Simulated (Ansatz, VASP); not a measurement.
# HfSi5: VASP beside Ansatz

```
Hf Si
1.0
     0.00000    3.66146    3.66146
     3.66146    0.00000    3.66146
     3.66146    3.66146    0.00000
Hf Si
1 5
Direct
  0.50000 0.50000 0.50000
  0.37197 0.87601 0.87601
  0.87601 0.87601 0.87601
  0.25000 0.25000 0.25000
  0.87601 0.87601 0.37197
  0.87601 0.37197 0.87601
```

Change from the starting cell: species swapped into the HfNi5 type (F-43m, No. 216).

Alike in both runs: task single point; functional PBE; k mesh 4 × 4 × 4; occupations gaussian, width 0.1 eV; no spin polarisation.

|  | VASP | Ansatz |
| --- | --- | --- |
| version | VASP 6.6.1 | Ansatz 0.2.0 |
| potentials or method | VASP PAW PBE potentials, release 64 (Hf_pv, Si), cutoff 520 eV | scalar-relativistic, plane waves, PAW |
| valence electrons in the cell | 30 | 46 |

VASP gave:

```
gap on the k mesh at the Fermi level (eV) : none
pressure (GPa)                            : -8.7
rms of the force components (eV/Å)        : 0.014
```

What did Ansatz give for the same quantities?

gap on the k mesh at the Fermi level (eV): none; pressure (GPa): -8.5; rms of the force components (eV/Å): 0.016.

Atom by atom the forces differ by 0.002 eV/Å (rms over components). A gap of «none» marks a metal or a gap that the smearing closes. VASP's potentials hold 30 valence electrons a cell and Ansatz's 46, so a difference there can come from the potentials and not from the codes.

The k mesh is coarse, so the values compare programs but aren't converged. Spin-orbit coupling is off throughout.
